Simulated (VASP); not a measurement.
Set up this calculation in VASP 6.6.1, as the native input.

```yaml
Task: single point
Functional: PBEsol
Potentials_or_basis: VASP PAW PBE potentials, release 64 (Se)
Cutoff: 520 eV
k_mesh: 6 × 6 × 5
Occupations: fermi-dirac, width 0.03 eV
Spin: no spin polarisation
Dipole_correction: no
Further_INCAR_settings: ALGO = Normal; EDIFF = 1e-06; NBANDS = 16
```

The structure of Se lies in POSCAR:

```
Se
1.0
    4.3661999489      0.0000000000      0.0000000000
   -2.1830999745      3.7812400738      0.0000000000
    0.0000000000      0.0000000000      4.9040640000
Se
3
Direct
    0.2254000000      0.0000000000      0.3333333333
    0.0000000000      0.2254000000      0.6666666667
    0.7746000000      0.7746000000      0.0000000000
```

This cell differs from its parent crystal: zz strain of -1 %.

The input as run:

INCAR

```
PREC     = Accurate       # precision mode
ENCUT    = 520            # plane-wave cutoff, eV
EDIFF    = 1E-6           # SCF threshold, eV
ISMEAR   = -1             # smearing method
SIGMA    = 0.03           # smearing width, eV
LREAL    = False          # projectors in reciprocal space
LASPH    = True           # aspherical terms in the spheres
NELM     = 80             # most SCF steps
ALGO     = Normal         # electronic algorithm
ISIF     = 2              # what is computed and relaxed
LWAVE    = False          # write WAVECAR
LCHARG   = False          # write CHGCAR
GGA      = PS             # functional
NBANDS   = 16             # bands
```

KPOINTS

```
Automatic mesh
0
Gamma
  6 6 5
```

Potentials or basis: VASP PAW PBE potentials, release 64 (Se).

Run with:

```console
$ cat potpaw_PBE.64/Se/POTCAR > POTCAR
$ mpirun -np 1 vasp_std > vasp.out
```

Results of the run:

```json
{
  "Pressure": "1.2 GPa",
  "Largest force": "0.456 eV/Å",
  "Band gap on the k mesh": "1.21 eV, indirect (least direct gap 1.55 eV)"
}
```

Caveat: the cell differs from its parent crystal (zz strain of -1 %); the PAW data sets were made with another functional, which shifts forces and pressure a little.

Run time: 31 s on 1 thread of AMD EPYC 7R43 64-Core Processor (Zen 3), on a shared host, peak memory 0.15 GiB.
